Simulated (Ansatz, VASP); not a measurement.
# KF: VASP beside Ansatz

INCAR

```
SYSTEM = KF
ALGO = Normal
EDIFF = 1E-6
ENCUT = 520
GGA = PE
ISIF = 2
ISMEAR = -1
LASPH = .True.
LCHARG = .False.
LREAL = .False.
LWAVE = .False.
NBANDS = 24
NELM = 60
PREC = Accurate
SIGMA = 0.02
```

File KPOINTS:

```
k-points
0
Gamma
  6 6 6
  0 0 0
```

File POSCAR:

```
KF
1.0
    4.4587043838      0.0000000000      0.0000000000
   -2.2293521919      3.8613512644      0.0000000000
    0.0000000000      0.0000000000      5.2716949983
K F
2 2
Direct
    0.3333333333      0.6666666667      0.2500000000
    0.6666666667      0.3333333333      0.7500000000
    0.6666666667      0.3333333333      0.2500000000
    0.3333333333      0.6666666667      0.7500000000
```

Input for Ansatz:

```yaml
crystal:
  lattice:
    - [4.4587043838, 0.0, 0.0]
    - [-2.2293521919, 3.8613512644, 0.0]
    - [0.0, 0.0, 5.2716949983]
  atoms:
    - { symbol: K, position: [0.3333333333, 0.6666666667, 0.25] }
    - { symbol: K, position: [0.6666666667, 0.3333333333, 0.75] }
    - { symbol: F, position: [0.6666666667, 0.3333333333, 0.25] }
    - { symbol: F, position: [0.3333333333, 0.6666666667, 0.75] }
kpoints:
  mp_grid: { grid: [6, 6, 6] }
  band_path:
    path:
      - [0.0, 0.0, 0.0]
      - [0.5, 0.0, 0.0]
      - [0.3333333333, 0.3333333333, 0.0]
      - [0.0, 0.0, 0.5]
      - [0.5, 0.0, 0.5]
      - [0.3333333333, 0.3333333333, 0.5]
    npoints: 1
hamiltonian:
  xc: pbe
scf:
  occupations: { method: fermi_dirac, width: 0.02 }
  n_extra_bands: 5
output:
  forces: true
  stress: true
  eigenvalues: true
```

Change from the starting cell: biaxial_xy strain -0.6%.

Alike in both runs: task single point; functional PBE; k mesh 6 × 6 × 6; occupations fermi-dirac, width 0.02 eV; no spin polarisation.

|  | VASP | Ansatz |
| --- | --- | --- |
| version | VASP 6.6.1 | Ansatz 0.2.0 |
| potentials or method | VASP PAW PBE potentials, release 64 (K_sv, F) | plane waves, PAW |
| plane-wave cutoff (eV) | 520 | 420 |
| valence electrons in the cell | 32 | 32 |

VASP gave:

```
gap on the k mesh at the Fermi level (eV)                     : 5.41
pressure (GPa)                                                : 1.6
traceless stress, the component that is largest in VASP (GPa) : 0.14
```

**Question.** What did Ansatz give for the same quantities?

**Answer.** gap on the k mesh at the Fermi level (eV): 5.43; pressure (GPa): 1.6; traceless stress, the component that is largest in VASP (GPa): 0.13.
